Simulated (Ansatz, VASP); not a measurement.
Bi in VASP and in Ansatz

The input INCAR:

```
PREC = Accurate
ENCUT = 520
EDIFF = 1E-7
ISMEAR = -1
SIGMA = 0.05
LREAL = F
LASPH = T
NELM = 80
ALGO = Fast
ISIF = 2
LWAVE = F
LCHARG = F
GGA = CA
NBANDS = 38
```

The input KPOINTS:

```
regular mesh
0
Gamma
  7 7 7
```

POSCAR

```
Bi
1.0
   -4.4497480000      4.4497480000      2.0656320000
    4.4497480000     -4.4497480000      2.0656320000
    4.4497480000      4.4497480000     -2.0656320000
Bi
4
Direct
    0.1456555000      0.3543445000      0.5000000000
    0.8543445000      0.6456555000      0.5000000000
    0.6456555000      0.1456555000      0.7913110000
    0.3543445000      0.8543445000      0.2086890000
```

File input.yaml:

```yaml
crystal:
  lattice:
    - [-4.449748, 4.449748, 2.065632]
    - [4.449748, -4.449748, 2.065632]
    - [4.449748, 4.449748, -2.065632]
  atoms:
    - { symbol: Bi, position: [0.1456555, 0.3543445, 0.5] }
    - { symbol: Bi, position: [0.8543445, 0.6456555, 0.5] }
    - { symbol: Bi, position: [0.6456555, 0.1456555, 0.791311] }
    - { symbol: Bi, position: [0.3543445, 0.8543445, 0.208689] }
kpoints:
  mp_grid: { grid: [7, 7, 7] }
  band_path:
    path:
      - [0.0, 0.0, 0.0]
      - [0.0, 0.0, 0.5]
      - [-0.5, 0.5, 0.5]
      - [0.0, 0.0, 0.0]
      - [0.3038734864, 0.3038734864, -0.3038734864]
      - [0.25, 0.25, 0.25]
      - [0.0, 0.5, 0.0]
      - [-0.3038734864, 0.6961265136, 0.3038734864]
    npoints: 6
scf:
  occupations: { method: fermi_dirac, width: 0.05 }
hamiltonian:
  xc: lda
  pseudopotentials: { kind: all_electron, lapw: { basis_error: 0.002 } }
output:
  forces: true
  stress: true
  eigenvalues: true
```

Alike in both runs: functional LDA; k mesh 7 × 7 × 7; occupations fermi-dirac, width 0.05 eV; no spin polarisation.

|  | VASP | Ansatz |
| --- | --- | --- |
| version | VASP 6.6.1 | Ansatz 0.2.0 |
| potentials or method | VASP PAW LDA potentials, release 64 (Bi_d), cutoff 520 eV | all-electron LAPW, scalar-relativistic |
| task | single point | band structure |

Ansatz gave:

```
gap on the k mesh at the Fermi level (eV)                     : none
pressure (GPa)                                                : -2.8
traceless stress, the component that is largest in VASP (GPa) : -0.40
rms of the force components (eV/Å)                            : 0.090
```

Problem. Which values does VASP return?

Solution. gap on the k mesh at the Fermi level (eV): none; pressure (GPa): -2.7; traceless stress, the component that is largest in VASP (GPa): -0.37; rms of the force components (eV/Å): 0.086.

LDA's correlation is that of Perdew and Zunger in VASP and of Perdew and Wang (1992) in Ansatz. Atom by atom the forces differ by 0.005 eV/Å (rms over components). A gap of «none» marks a metal or a gap that the smearing closes. Ansatz ran all-electron here, and VASP with PAW potentials.

Neither program's run includes spin-orbit coupling.
